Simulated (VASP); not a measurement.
Write the native input for VASP 6.6.1 that does the following.

```
Task                   : single point
Functional             : PBE
Potentials or basis    : VASP PAW PBE potentials, release 64 (N, B, Bi_d)
Cutoff                 : 520 eV
k mesh                 : 8 × 8 × 6
Occupations            : fermi-dirac, width 0.02 eV
Spin                   : no spin polarisation
Dipole correction      : no
Further INCAR settings : ALGO = Normal; EDIFF = 1e-07; NBANDS = 21
```

The structure of BiB2N lies in POSCAR:

```
BiB2N
1.0
    2.8432432186      0.0000000000      0.0000000000
    0.0000000000      2.8432432186      0.0000000000
    0.0000000000      0.0000000000      6.4928370260
N B Bi
1 2 1
Direct
    0.0000000000      0.0000000000      0.0000000000
    0.0000000000      0.5000000000      0.8810713333
    0.5000000000      0.0000000000      0.1189286667
    0.5000000000      0.5000000000      0.5000000000
```

One way to write it, as run:

INCAR

```
SYSTEM = BiB2N
ALGO = Normal ; EDIFF = 1E-7
ENCUT = 520 ; GGA = PE
ISIF = 2 ; ISMEAR = -1
LASPH = .True. ; LCHARG = .False.
LREAL = .False. ; LWAVE = .False.
NBANDS = 21 ; NELM = 100
PREC = Accurate ; SIGMA = 0.02
```

KPOINTS

```
k-points
0
Gamma
  8 8 6
  0 0 0
```

Potentials or basis: VASP PAW PBE potentials, release 64 (N, B, Bi_d).

The run is started by

```console
$ cat potpaw_PBE.64/N/POTCAR potpaw_PBE.64/B/POTCAR potpaw_PBE.64/Bi_d/POTCAR > POTCAR
$ mpirun -np 1 vasp_std > vasp.out
```

It gave:

The pressure is -0.1 GPa. The largest force is 0.004 eV/Å. The band gap on the k mesh is zero (band 13 reaches 10.01 eV, above the bottom of band 14 at 6.35 eV).

Caveat: spin-orbit coupling is left out, which moves the levels of the heavy elements.

Wall time 68 s on 1 thread of Intel(R) Xeon(R) Platinum 8375C CPU @ 2.90GHz (Ice Lake) (shared host), peak memory 0.21 GiB.
